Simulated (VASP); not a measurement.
# Al3GaN4 (P1) in VASP: single point with r2SCAN

Aim: the single point of Al3GaN4 with r2SCAN.

Program: VASP 6.6.1. These are calculated values, not measurements. Logs are shortened: lines on timing, memory, paths and dates and some standing lists are left out, and cuts for length are marked.

## Step 1: The cell of the first run

The typed cell holds 8 atoms: a = 4.401 Å, b = 4.401 Å, c = 4.401 Å, α = 90.00°, β = 90.00°, γ = 90.00°.

## Step 2: Single point, r2SCAN (atoms moved at random)

The input, POSCAR:

```
Al3GaN4
1.0
    4.4012372926      0.0000000000      0.0000000000
    0.0000000000      4.4012372926      0.0000000000
    0.0000000000      0.0000000000      4.4012372926
Al Ga N
3 1 4
Direct
    0.4953467472      0.4805032687      0.0628502487
    0.5930171045      0.0185636327      0.5014347211
   -0.0010054322      0.5430538853      0.4801946254
    0.0134158974      0.0571740073      0.0411502176
    0.7531993398      0.7832848045      0.2637265630
    0.6711447749      0.2291865512      0.7070060406
    0.1312367227      0.6746504476      0.7215602249
    0.3436448456      0.2135834026      0.2220773588
```

The input, INCAR.step1:

```
ALGO     = Normal         # electronic algorithm
EDIFF    = 1E-4           # SCF threshold, eV
ENCUT    = 520            # plane-wave cutoff, eV
GGA      = PE             # functional
ISMEAR   = 0              # smearing method
LASPH    = True           # aspherical terms in the spheres
LCHARG   = False          # write CHGCAR
LREAL    = False          # projectors in reciprocal space
LWAVE    = True           # write WAVECAR
NBANDS   = 31             # bands
NELM     = 80             # most SCF steps
PREC     = Accurate       # precision mode
SIGMA    = 0.05           # smearing width, eV
```

The input, INCAR.step2:

```
ALGO     = Normal         # electronic algorithm
EDIFF    = 1E-6           # SCF threshold, eV
ENCUT    = 520            # plane-wave cutoff, eV
ISIF     = 2              # what is computed and relaxed
ISMEAR   = 0              # smearing method
ISTART   = 1            
LASPH    = True           # aspherical terms in the spheres
LCHARG   = False          # write CHGCAR
LMIXTAU  = True         
LREAL    = False          # projectors in reciprocal space
LWAVE    = False          # write WAVECAR
METAGGA  = R2SCAN         # meta-GGA
NBANDS   = 31             # bands
NELM     = 80             # most SCF steps
PREC     = Accurate       # precision mode
SIGMA    = 0.05           # smearing width, eV
```

The input, KPOINTS:

```
k-points
0
Gamma
  6 6 6
```

Potentials or basis: VASP PAW PBE potentials, release 64 (Al, Ga_d, N).

Command:

```console
$ cat potpaw_PBE.64/Al/POTCAR potpaw_PBE.64/Ga_d/POTCAR potpaw_PBE.64/N/POTCAR > POTCAR
$ cp INCAR.step1 INCAR
$ mpirun -np 1 vasp_std > vasp.out
$ cp INCAR.step2 INCAR
$ mpirun -np 1 vasp_std > vasp.out
```

OUTCAR:

```text
EDIFF = 1E-6
   ENCUT = 520
   ISIF = 2
   ISMEAR = 0
   ISTART = 1
   LASPH = True
   LREAL = False
   METAGGA = R2SCAN
   NELM = 80
   PREC = Accurate

 ion  position               nearest neighbor table
   1  0.495  0.481  0.063-   8 1.52   5 1.96   6 2.07   7 2.36   4 2.82   2 2.84   3 2.87   3 2.89
                             4 2.95   2 3.09   2 3.23
   2  0.593  0.019  0.501-   6 1.34   5 1.63   8 1.86   4 2.75   3 2.75   1 2.84   3 2.92   4 3.02
                             1 3.09   1 3.23   3 3.35
   3  0.999  0.543  0.480-   7 1.34   5 1.79   6 2.23   8 2.39   2 2.75   1 2.87   4 2.88   1 2.89
                             2 2.92   4 2.98   2 3.35
   4  0.013  0.057  0.041-   8 1.79   5 1.93   6 2.24   7 2.25   2 2.75   1 2.82   3 2.88   1 2.95
                             3 2.98   2 3.02
   5  0.753  0.783  0.264-   2 1.63   3 1.79   4 1.93   1 1.96
   6  0.671  0.229  0.707-   2 1.34   1 2.07   3 2.23   4 2.24
   7  0.131  0.675  0.722-   3 1.34   4 2.25   1 2.36
   8  0.344  0.214  0.222-   1 1.52   4 1.79   2 1.86   3 2.39

  LATTYP: Found a simple cubic cell.
 ALAT       =     4.4012372926

  Lattice vectors:

 A1 = (   4.4012372926,   0.0000000000,   0.0000000000)
 A2 = (   0.0000000000,   4.4012372926,   0.0000000000)
 A3 = (   0.0000000000,   0.0000000000,   4.4012372926)

Analysis of symmetry for initial positions (statically):
=====================================================================
 Subroutine PRICEL returns:
 Original cell was already a primitive cell.

 Routine SETGRP: Setting up the symmetry group for a
 simple cubic supercell.

 Subroutine GETGRP returns: Found  1 space group operations
 (whereof  1 operations were pure point group operations)
 out of a pool of 48 trial point group operations.

The static configuration has the point symmetry C_1 .

Analysis of symmetry for dynamics (positions and initial velocities):
=====================================================================
 Subroutine PRICEL returns:
 Original cell was already a primitive cell.

 Routine SETGRP: Setting up the symmetry group for a
 simple cubic supercell.

 Subroutine GETGRP returns: Found  1 space group operations
 (whereof  1 operations were pure point group operations)
 out of a pool of 48 trial point group operations.

The dynamic configuration has the point symmetry C_1 .

 Subroutine INISYM returns: Found  1 space group operations
 (whereof  1 operations are pure point group operations),
 and found     1 'primitive' translations

----------------------------------------------------------------------------------------

                                     Primitive cell

  volume of cell :      85.2559

  direct lattice vectors                    reciprocal lattice vectors
     4.401237293  0.000000000  0.000000000     0.227208835  0.000000000  0.000000000
     0.000000000  4.401237293  0.000000000     0.000000000  0.227208835  0.000000000
     0.000000000  0.000000000  4.401237293     0.000000000  0.000000000  0.227208835

  length of vectors
     4.401237293  4.401237293  4.401237293     0.227208835  0.227208835  0.227208835

  position of ions in fractional coordinates (direct lattice)
     0.495346747  0.480503269  0.062850249
     0.593017104  0.018563633  0.501434721
     0.998994568  0.543053885  0.480194625
     0.013415897  0.057174007  0.041150218
     0.753199340  0.783284804  0.263726563
     0.671144775  0.229186551  0.707006041
     0.131236723  0.674650448  0.721560225
     0.343644846  0.213583403  0.222077359

  ion indices of the primitive-cell ions
   primitive index   ion index
                 1           1
                 2           2
                 3           3
                 4           4
                 5           5
                 6           6
                 7           7
                 8           8

----------------------------------------------------------------------------------------

 KPOINTS: k-points

Automatic generation of k-mesh.
 Grid dimensions read from file:
 generate k-points for:    6    6    6

 Generating k-lattice:

  Cartesian coordinates                     Fractional coordinates (reciprocal lattice)
     0.037868139  0.000000000  0.000000000     0.166666667  0.000000000  0.000000000
     0.000000000  0.037868139  0.000000000     0.000000000  0.166666667  0.000000000
     0.000000000  0.000000000  0.037868139     0.000000000  0.000000000  0.166666667

  Length of vectors
     0.037868139  0.037868139  0.037868139

  Shift w.r.t. Gamma in fractional coordinates (k-lattice)
     0.000000000  0.000000000  0.000000000

 Subroutine IBZKPT returns following result:
 ===========================================

 Found    112 irreducible k-points:

 Following reciprocal coordinates:
            Coordinates               Weight
  0.000000  0.000000  0.000000      1.000000
  0.166667  0.000000  0.000000      2.000000
  0.000000  0.166667  0.000000      2.000000
  0.000000  0.000000  0.166667      2.000000
  0.333333  0.000000  0.000000      2.000000
  0.000000  0.333333  0.000000      2.000000
[... 16 lines left out ...]
  0.000000 -0.333333  0.166667      2.000000
 -0.166667  0.000000  0.333333      2.000000
 [... further k-points ...]
   k-points           NKPTS =    112   k-points in BZ     NKDIM =    112   number of bands    NBANDS=     31
   number of dos      NEDOS =    301   number of ions     NIONS =      8
   total plane-waves  NPLWV =  46656
   dimension x,y,z NGX =    36 NGY =   36 NGZ =   36
   dimension x,y,z NGXF=    72 NGYF=   72 NGZF=   72
   ions per type =               3   1   4
   NGX,Y,Z   is equivalent  to a cutoff of  13.60, 13.60, 13.60 a.u.
   NGXF,Y,Z  is equivalent  to a cutoff of  27.20, 27.20, 27.20 a.u.
 SYSTEM =  unknown system
   PREC   = accura    normal or accurate (medium, high low for compatibility)
   ISTART =      1    job   : 0-new  1-cont  2-samecut
   ICHARG =      0    charge: 1-file 2-atom 10-const
   ISPIN  =      1    spin polarized calculation?
   LNONCOLLINEAR =      F non collinear calculations
   LSORBIT =      F    spin-orbit coupling
   LASPH  =      T    aspherical Exc in radial PAW
   ENCUT  =  520.0 eV  38.22 Ry    6.18 a.u.   8.18  8.18  8.18*2*pi/ulx,y,z
   NELM   =     80;   NELMIN=  2; NELMDL=  0     # of ELM steps
   EDIFF  = 0.1E-05   stopping-criterion for ELM
   LREAL  =      F    real-space projection
   EDIFFG = 0.1E-04   stopping-criterion for IOM
   NSW    =      0    number of steps for IOM
   IBRION =     -1    ionic relax: 0-MD 1-quasi-New 2-CG
   NFREE  =      0    steps in history (QN), initial steepest desc. (CG)
   ISIF   =      2    stress and relaxation
   ISYM   =      2    0-nonsym 1-usesym 2-fastsym
   POTIM  = 0.5000    time-step for ionic-motion
   TEBEG  =    0.0;   TEEND  =   0.0 temperature during run
   PSTRESS=    0.0 pullay stress
   NELECT =      42.0000    total number of electrons
   NUPDOWN=      -1.0000    fix difference up-down
   EMIN   =  10.00;   EMAX   =-10.00  energy-range for DOS
   EFERMI =   0.00;   METHOD = LEGACY
   ISMEAR =     0;   SIGMA  =   0.05  broadening in eV -4-tet -1-fermi 0-gaus
   EFERMI_NEDOS =   21; number of points for ismear=-14 and -15
   IALGO  =     38    algorithm
   IMIX   =      4    mixing-type and parameters
     AMIX     =   0.40;   BMIX     =  1.00
     AMIX_MAG =   1.60;   BMIX_MAG =  1.00
  volume/ion in A,a.u.               =      10.66        71.92
  Fermi-wavevector in a.u.,A,eV,Ry     =   1.292954  2.443329 22.745275  1.671731
  Thomas-Fermi vector in A             =   2.424630
   LORBIT       =      0    0 simple, 1 ext, 2 COOP (PROOUT), +10 PAW based schemes
   METAGGA = R2SCAN    functional components
   LHFCALC =     F    Hartree Fock is set to
   AEXX    =    0.0000 exact exchange contribution
   IVDW    =     0    specifies the selected vdW correction
   LEPSILON=     F    determine dielectric tensor
   LRPA    =     F    only Hartree local field effects (RPA)
 non-spin polarized calculation
 Gauss-broadening in eV      SIGMA  =   0.05
  energy-cutoff  :      520.00
  volume of cell :       85.26
 maximum number of plane-waves:      2320
 NGX is ok and might be reduce to    36
   NGX = 17   NGY = 17   NGZ = 17

 number of electron      41.9999988 magnetization

 Free energy of the ion-electron system (eV)
  ---------------------------------------------------
  ext. energy  EPLUGINS =         0.00000000
  ---------------------------------------------------
  free energy    TOTEN  =       -60.95134949 eV

  energy without entropy =      -60.95134949  energy(sigma->0) =      -60.95134949

 E-fermi :   6.2604     XC(G=0): -11.6756

 val. band max:        6.0315000307   @ k =   0.5000   0.5000   0.5000
 cond. band min:       7.3047419258   @ k =   0.0000   0.0000   0.0000
 fundamental gap:      1.2732418951
 Fermi energy:         6.2604478181

 k-point     1 :       0.0000    0.0000    0.0000
  band No.  band energies     occupation
      1     -11.2916      2.00000
      2      -9.7954      2.00000
      3      -8.8098      2.00000
      4      -8.5718      2.00000
      5      -8.4711      2.00000
      6      -8.4347      2.00000
[... 23 lines left out ...]
     30      16.9716      0.00000
     31      17.7327      0.00000

 k-point     2 :       0.1667    0.0000    0.0000
  band No.  band energies     occupation
      1     -11.1902      2.00000
      2      -9.8463      2.00000
      3      -8.8266      2.00000
      4      -8.5699      2.00000
      5      -8.4699      2.00000
      6      -8.4299      2.00000
[... 23 lines left out ...]
     30      17.0160      0.00000
     31      17.2464      0.00000

 k-point     3 :       0.0000    0.1667    0.0000
  band No.  band energies     occupation
      1     -11.1912      2.00000
      2      -9.8566      2.00000
      3      -8.8043      2.00000
      4      -8.5680      2.00000
      5      -8.4671      2.00000
      6      -8.4332      2.00000
[... 703 lines left out ...]
     30      16.8089      0.00000
     31      17.3266      0.00000

 k-point    24 :      -0.1667    0.0000    0.3333
  band No.  band energies     occupation
      1     -10.9393      2.00000
      2      -9.8622      2.00000
      3      -8.8416      2.00000
      4      -8.5247      2.00000
      5      -8.4570      2.00000
      6      -8.4243      2.00000
[... 23 lines left out ...]
     30      17.3198      0.00000
     31      17.6798      0.00000

 [... further k-points ...]

------------------------ aborting loop because EDIFF is reached ----------------------------------------

  FORCE on cell =-STRESS in cart. coord.  units (eV):
  Direction    XX          YY          ZZ          XY          YZ          ZX
  --------------------------------------------------------------------------------------
  -------------------------------------------------------------------------------------
  Total       15.8499002     39.5392747     50.2647538     17.2663270     27.0746340     14.4170900
  in kB      297.8603952    743.0446795    944.6040200    324.4786981    508.8020174    270.9342066
  external PRESSURE =     661.8363649 kB  Pullay stress =       0.0000000 kB

 VOLUME and BASIS-vectors are now :
 -----------------------------------------------------------------------------
  energy-cutoff  :      520.00
  volume of cell :       85.26
      direct lattice vectors                 reciprocal lattice vectors
     4.401237293  0.000000000  0.000000000     0.227208835  0.000000000  0.000000000
     0.000000000  4.401237293  0.000000000     0.000000000  0.227208835  0.000000000
     0.000000000  0.000000000  4.401237293     0.000000000  0.000000000  0.227208835

 POSITION                                       TOTAL-FORCE (eV/Angst)
 -----------------------------------------------------------------------------------
      2.18014      2.11481      0.27662         4.630146      9.513943     -9.427406
      2.61001      0.08170      2.20693       -12.583249    -17.897408    -16.235368
      4.39681      2.39011      2.11345       -11.847309    -14.176994    -20.022207
      0.05905      0.25164      0.18111        -1.038771     -3.061183     -4.542546
      3.31501      3.44742      1.16072         1.133820     -5.071704     -4.637353
      2.95387      1.00870      3.11170        10.867116     22.122620     22.800810
      0.57760      2.96930      3.17576        16.003457     14.524088     25.615894
      1.51246      0.94003      0.97742        -7.165211     -5.953362      6.448176
 -----------------------------------------------------------------------------------
    total drift:                                0.007150     -0.008543     -0.001773

  FREE ENERGIE OF THE ION-ELECTRON SYSTEM (eV)
  ---------------------------------------------------
  free  energy   TOTEN  =       -60.9513494925 eV

  energy  without entropy=      -60.9513494925  energy(sigma->0) =      -60.95134949
```

Run time: 38 min. Hardware: 1 thread of AMD EPYC, shared host; peak memory 0.36 GiB.

What came out:

- Free energy: -60.9513 eV
- Pressure: 66.2 GPa
- Largest force: 33.577 eV/Å
- Band gap on the k mesh: 1.27 eV (least direct gap 1.47 eV)

Forces on the atoms (eV/Å):
```
Al    4.630   9.514  -9.427
Al  -12.583 -17.897 -16.235
Al  -11.847 -14.177 -20.022
Ga   -1.039  -3.061  -4.543
N     1.134  -5.072  -4.637
N    10.867  22.123  22.801
N    16.003  14.524  25.616
N    -7.165  -5.953   6.448
```

Caveat: the cell differs from its parent crystal (atoms moved at random); atoms lie so close that the PAW spheres overlap strongly, which falsifies energies and pressures; the cell stands under pressure; the PAW data sets were made with another functional, which shifts forces and pressure a little. A k mesh can miss the band edges.
